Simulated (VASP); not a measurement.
WC: single point with LDA

Crystal: WC.

```
W C
1.0
     0.00000    2.10121    2.10121
     2.10121    0.00000    2.10121
     2.10121    2.10121    0.00000
W C
1 1
Direct
  0.00000 0.00000 0.00000
  0.50000 0.50000 0.50000
```

```yaml
Program: VASP 6.6.1
Task: single point
Functional: LDA
Potentials_or_basis: VASP PAW LDA potentials, release 64 (W_sv, C_h)
Cutoff: 910 eV
k_mesh: 11 × 11 × 11
Occupations: fermi-dirac, width 0.1 eV
Spin: no spin polarisation
```

```json
{
  "Pressure": "44.4 GPa",
  "Band gap on the k mesh": "zero (band 9 reaches 15.88 eV, above the bottom of band 10 at 12.18 eV)"
}
```

Levels at points of the mesh, in eV from the Fermi level:
| k point | band 5 | band 6 | band 7 | band 8 | band 9 | band 10 | band 11 | band 12 | band 13 | band 14 |
| --- | --- | --- | --- | --- | --- | --- | --- | --- | --- | --- |
| (0.00, 0.00, 0.00) | -16.73 | -3.27 | -3.27 | -3.27 | -1.28 | -1.28 | -1.28 | -1.10 | -1.10 | 8.20 |

It took 21 s on 1 thread of AMD EPYC 9R45 96-Core Processor (Zen 5) (shared host), peak memory 0.15 GiB.

Caveat: the cutoff is under 1.25 times the usual one of these potentials, so pressure, stress and relaxed cells hold a basis-set (Pulay) error; spin-orbit coupling is left out, which moves the levels of the heavy elements.
